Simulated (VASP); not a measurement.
Wanted: the native input for a VASP 6.6.1 run.

```
Task                   : single point
Functional             : PBE
Potentials or basis    : VASP PAW PBE potentials, release 64 (Lu, Tl_d, Au)
Cutoff                 : 520 eV
k mesh                 : 6 × 6 × 6
Occupations            : gaussian, width 0.02 eV
Spin                   : no spin polarisation
Dipole correction      : no
Further INCAR settings : ALGO = Normal; EDIFF = 1e-06; NBANDS = 50
```

The structure of LuTlAu4 lies in POSCAR:

```
LuTlAu4
1.0
    0.0000000000      5.0819165202      5.0819165202
    5.0819165202      0.0000000000      5.0819165202
    5.0819165202      5.0819165202      0.0000000000
Lu Tl Au
1 1 4
Direct
    0.7500000000      0.7500000000      0.7500000000
    0.2500000000      0.2500000000      0.2500000000
    0.9022475394      0.2932573818      0.9022475394
    0.9022475394      0.9022475394      0.9022475394
    0.2932573818      0.9022475394      0.9022475394
    0.9022475394      0.9022475394      0.2932573818
```

The cell was built from a structure type or drawn by symmetry, and may not be a known phase.

The input as run:

INCAR

```
PREC     = Accurate       # precision mode
ENCUT    = 520            # plane-wave cutoff, eV
EDIFF    = 1E-6           # SCF threshold, eV
ISMEAR   = 0              # smearing method
SIGMA    = 0.02           # smearing width, eV
LREAL    = F              # projectors in reciprocal space
LASPH    = T              # aspherical terms in the spheres
NELM     = 80             # most SCF steps
ALGO     = Normal         # electronic algorithm
ISIF     = 2              # what is computed and relaxed
LWAVE    = F              # write WAVECAR
LCHARG   = F              # write CHGCAR
GGA      = PE             # functional
NBANDS   = 50             # bands
```

KPOINTS

```
Automatic mesh
0
Gamma
  6 6 6
```

Potentials or basis: VASP PAW PBE potentials, release 64 (Lu, Tl_d, Au).

Launch:

```console
$ cat potpaw_PBE.64/Lu/POTCAR potpaw_PBE.64/Tl_d/POTCAR potpaw_PBE.64/Au/POTCAR > POTCAR
$ mpirun -np 1 vasp_std > vasp.out
```

It gave:

```
Pressure               : 0.0 GPa
Largest force          : 0.023 eV/Å
Band gap on the k mesh : 0.33 eV
```

Caveat: spin-orbit coupling is left out, which moves the levels of the heavy elements.

It took 4.8 min on 1 thread of Intel(R) Xeon(R) 6975P-C (Granite Rapids) (shared host), peak memory 0.48 GiB.
